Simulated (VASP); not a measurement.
# TaN (Fm-3m) in VASP: further runs, part 2 of 2

VASP 6.6.1. The steps go on from the part before.

## Step 5: Single point, r2SCAN

Input file POSCAR:

```
TaN
1.0
    0.0000000000      2.1989133418      2.1989133418
    2.1989133418      0.0000000000      2.1989133418
    2.1989133418      2.1989133418      0.0000000000
Ta N
1 1
Direct
    0.5000000000      0.5000000000      0.5000000000
    0.0000000000      0.0000000000      0.0000000000
```

Input file INCAR.step1:

```
SYSTEM = TaN
PREC = Accurate
ENCUT = 520
ISMEAR = 0
SIGMA = 0.1
LREAL = .FALSE.
LASPH = .TRUE.
NELM = 60
NBANDS = 15
GGA = PE
ALGO = Normal
EDIFF = 1E-4
LWAVE = .TRUE.
LCHARG = .FALSE.
```

Input file INCAR.step2:

```
SYSTEM = TaN
PREC = Accurate
ENCUT = 520
EDIFF = 1E-6
ISMEAR = 0
SIGMA = 0.1
LREAL = .FALSE.
LASPH = .TRUE.
NELM = 60
ALGO = Normal
ISIF = 2
LWAVE = .FALSE.
LCHARG = .FALSE.
METAGGA = R2SCAN
LMIXTAU = .TRUE.
NBANDS = 15
ISTART = 1
```

Input file KPOINTS:

```
regular mesh
0
G
  8 8 8
  0 0 0
```

The run is started by

```sh
> cat potpaw_PBE.64/Ta_pv/POTCAR potpaw_PBE.64/N/POTCAR > POTCAR
> cp INCAR.step1 INCAR
> mpirun -np 1 vasp_std > vasp.out
> cp INCAR.step2 INCAR
> mpirun -np 1 vasp_std > vasp.out
```

Wall time 20 s (1 thread of Intel Xeon 6975P-C (Granite Rapids), shared host); peak memory 0.14 GiB.

Results (log left out):

```yaml
Free_energy: -59.6025 eV
Pressure: 1.8 GPa
Band_gap_on_the_k_mesh: zero (band 8 reaches 11.54 eV, above the bottom of band 9 at 7.45 eV)
```

Levels at points of the mesh, in eV from the Fermi level:
```tsv
k point	band 4	band 5	band 6	band 7	band 8	band 9	band 10	band 11	band 12	band 13
(0.00, 0.00, 0.00)	-20.07	-4.20	-4.20	-4.20	-2.23	-2.23	-2.23	0.08	0.08	1.73
(0.50, 0.00, 0.00)	-17.06	-10.89	-8.05	-8.05	1.87	1.87	2.02	4.04	7.77	7.77
(0.50, 0.50, 0.00)	-18.84	-7.14	-5.67	-5.06	-5.06	2.16	3.49	3.49	4.66	7.32
```

Caveat: the PAW data sets were made with another functional, which shifts forces and pressure a little; spin-orbit coupling is left out, which moves the levels of the heavy elements.

## Step 6: Single point, r2SCAN (volume scaled by 0.94)

Input file POSCAR:

```
TaN
1.0
    0.0000000000      2.1533911456      2.1533911456
    2.1533911456      0.0000000000      2.1533911456
    2.1533911456      2.1533911456      0.0000000000
Ta N
1 1
Direct
    0.5000000000      0.5000000000      0.5000000000
    0.0000000000      0.0000000000      0.0000000000
```

Input file INCAR.step1:

```
PREC = Accurate
ENCUT = 520
ISMEAR = 0
SIGMA = 0.1
LREAL = False
LASPH = True
NELM = 60
NBANDS = 15
GGA = PE
ALGO = Normal
EDIFF = 1E-4
LWAVE = True
LCHARG = False
```

Input file INCAR.step2:

```
PREC = Accurate
ENCUT = 520
EDIFF = 1E-6
ISMEAR = 0
SIGMA = 0.1
LREAL = False
LASPH = True
NELM = 60
ALGO = Normal
ISIF = 2
LWAVE = False
LCHARG = False
METAGGA = R2SCAN
LMIXTAU = True
NBANDS = 15
ISTART = 1
```

Input file KPOINTS:

```
regular mesh
0
Gamma
  16 16 16
```

Potentials or basis: VASP PAW PBE potentials, release 64 (Ta_pv, N).

The run is started by

```sh
> cat potpaw_PBE.64/Ta_pv/POTCAR potpaw_PBE.64/N/POTCAR > POTCAR
> cp INCAR.step1 INCAR
> mpirun -np 1 vasp_std > vasp.out
> cp INCAR.step2 INCAR
> mpirun -np 1 vasp_std > vasp.out
```

OUTCAR:

```text
PREC = Accurate
   ENCUT = 520
   EDIFF = 1E-6
   ISMEAR = 0
   LREAL = False
   LASPH = True
   NELM = 60
   ISIF = 2
   METAGGA = R2SCAN
   ISTART = 1

 ion  position               nearest neighbor table
   1  0.500  0.500  0.500-   2 2.15   2 2.15   2 2.15   2 2.15   2 2.15   2 2.15
   2  0.000  0.000  0.000-   1 2.15   1 2.15   1 2.15   1 2.15   1 2.15   1 2.15

  LATTYP: Found a face centered cubic cell.
 ALAT       =     4.3067822912

  Lattice vectors:

 A1 = (   0.0000000000,   2.1533911456,   2.1533911456)
 A2 = (   2.1533911456,   0.0000000000,   2.1533911456)
 A3 = (   2.1533911456,   2.1533911456,   0.0000000000)

Analysis of symmetry for initial positions (statically):
=====================================================================
 Subroutine PRICEL returns:
 Original cell was already a primitive cell.

 Routine SETGRP: Setting up the symmetry group for a
 face centered cubic supercell.

 Subroutine GETGRP returns: Found 48 space group operations
 (whereof 48 operations were pure point group operations)
 out of a pool of 48 trial point group operations.

The static configuration has the point symmetry O_h .

Analysis of symmetry for dynamics (positions and initial velocities):
=====================================================================
 Subroutine PRICEL returns:
 Original cell was already a primitive cell.

 Routine SETGRP: Setting up the symmetry group for a
 face centered cubic supercell.

 Subroutine GETGRP returns: Found 48 space group operations
 (whereof 48 operations were pure point group operations)
 out of a pool of 48 trial point group operations.

The dynamic configuration has the point symmetry O_h .

 Subroutine INISYM returns: Found 48 space group operations
 (whereof 48 operations are pure point group operations),
 and found     1 'primitive' translations

----------------------------------------------------------------------------------------

                                     Primitive cell
[... 115 lines left out ...]
   LORBIT       =      0    0 simple, 1 ext, 2 COOP (PROOUT), +10 PAW based schemes
   METAGGA = R2SCAN    functional components
   LHFCALC =     F    Hartree Fock is set to
   AEXX    =    0.0000 exact exchange contribution
   IVDW    =     0    specifies the selected vdW correction
   LEPSILON=     F    determine dielectric tensor
   LRPA    =     F    only Hartree local field effects (RPA)
 non-spin polarized calculation
 Gauss-broadening in eV      SIGMA  =   0.10
  energy-cutoff  :      520.00
  volume of cell :       19.97
 maximum number of plane-waves:       548
   NGX = 11   NGY = 11   NGZ = 11

 number of electron      15.9999998 magnetization

 Free energy of the ion-electron system (eV)
  ---------------------------------------------------
  ext. energy  EPLUGINS =         0.00000000
  ---------------------------------------------------
  free energy    TOTEN  =       -59.51216854 eV

  energy without entropy =      -59.50700941  energy(sigma->0) =      -59.50958898

 E-fermi :  10.3361     XC(G=0): -14.8613

 val. band max:       10.3306250842   @ k =  -0.3125   0.3125   0.1250
 cond. band min:      10.3529035585   @ k =  -0.4375   0.1875   0.0000
 fundamental gap:      0.0222784743
 Fermi energy:        10.3360512732

 k-point     1 :       0.0000    0.0000    0.0000
  band No.  band energies     occupation
      1     -26.6841      2.00000
      2     -26.6841      2.00000
      3     -26.6841      2.00000
      4     -10.2126      2.00000
      5       6.0010      2.00000
      6       6.0010      2.00000
      7       6.0010      2.00000
      8       7.9881      2.00000
      9       7.9881      2.00000
     10       7.9881      2.00000
     11      10.4766      0.04686
     12      10.4766      0.04686
     13      12.6954      0.00000
     14      20.0669      0.00000
[... 401 lines left out ...]
      2     -26.7124      2.00000
      3     -26.6861      2.00000
      4      -9.9268      2.00000
      5       4.7222      2.00000
      6       5.0280      2.00000
      7       5.4208      2.00000
      8       8.1814      2.00000
      9       8.4052      2.00000
     10       8.7740      2.00000
     11      10.9773      0.00000
     12      11.8918      0.00000
     13      13.4958      0.00000
     14      20.0668      0.00000
     15      21.1931      0.00000

 [... further k-points ...]
[... 5 lines left out ...]
  --------------------------------------------------------------------------------------
  -------------------------------------------------------------------------------------
  Total        3.4078676      3.4078676      3.4078676      0.0000000     -0.0000000      0.0000000
  in kB      273.3974973    273.3974973    273.3974973      0.0000000     -0.0000000      0.0000000
  external PRESSURE =     273.3974973 kB  Pullay stress =       0.0000000 kB

 VOLUME and BASIS-vectors are now :
 -----------------------------------------------------------------------------
  energy-cutoff  :      520.00
  volume of cell :       19.97
      direct lattice vectors                 reciprocal lattice vectors
     0.000000000  2.153391146  2.153391146    -0.232191909  0.232191909  0.232191909
     2.153391146  0.000000000  2.153391146     0.232191909 -0.232191909  0.232191909
     2.153391146  2.153391146  0.000000000     0.232191909  0.232191909 -0.232191909

 POSITION                                       TOTAL-FORCE (eV/Angst)
 -----------------------------------------------------------------------------------
      2.15339      2.15339      2.15339        -0.000000     -0.000000      0.000000
      0.00000      0.00000      0.00000         0.000000      0.000000     -0.000000
 -----------------------------------------------------------------------------------
    total drift:                                0.000000     -0.000000     -0.000000

  FREE ENERGIE OF THE ION-ELECTRON SYSTEM (eV)
  ---------------------------------------------------
  free  energy   TOTEN  =       -59.5121685399 eV

  energy  without entropy=      -59.5070094114  energy(sigma->0) =      -59.50958898
```

Run time: 58 s. Hardware: 1 thread of Intel Xeon 6975P-C (Granite Rapids), shared host; peak memory 0.17 GiB.

Results:

```yaml
Free_energy: -59.5122 eV
Pressure: 27.3 GPa
Band_gap_on_the_k_mesh: zero (band 8 reaches 12.47 eV, above the bottom of band 9 at 7.99 eV)
```

Levels at points of the mesh, in eV from the Fermi level:
```tsv
k point	band 5	band 6	band 7	band 8	band 9	band 10	band 11	band 12
(0.00, 0.00, 0.00)	-4.34	-4.34	-4.34	-2.35	-2.35	-2.35	0.14	0.14
(0.50, 0.00, 0.00)	-11.37	-8.48	-8.48	2.14	2.14	2.29	4.31	8.53
(0.50, 0.50, 0.00)	-7.21	-6.08	-5.15	-5.15	2.42	3.93	3.93	5.42
```

Caveat: the PAW data sets were made with another functional, which shifts forces and pressure a little; spin-orbit coupling is left out, which moves the levels of the heavy elements.

## Step 7: Overview

```csv
task,cell,k mesh,cutoff (eV),gap on the mesh (eV),pressure (GPa)
single point,"a = 3.109 Å, angles 60.0°, 2 atoms",16 × 16 × 16,520,none,1.9
relaxation of cell and atoms,"relaxed from a = 3.082 Å, angles 60.0°, 2 atoms",8 × 8 × 8,600,none,-0.3
single point,"a = 3.082 Å, angles 60.0°, 2 atoms",8 × 8 × 8,520,none,12.1
single point,"a = 3.110 Å, angles 60.0°, 2 atoms",8 × 8 × 8,520,none,1.8
single point,"a = 3.045 Å, angles 60.0°, 2 atoms",16 × 16 × 16,520,none,27.3
```

Alike in all rows: level r2SCAN; potentials or basis VASP PAW PBE potentials, release 64 (Ta_pv, N); no spin polarisation; smearing gaussian 0.1 eV.

Caveats: the PAW data sets were made with another functional, which shifts forces and pressure a little; spin-orbit coupling is left out, which moves the levels of the heavy elements.

Total energies depend on the potentials used, so only differences within one code and one set of settings carry meaning.
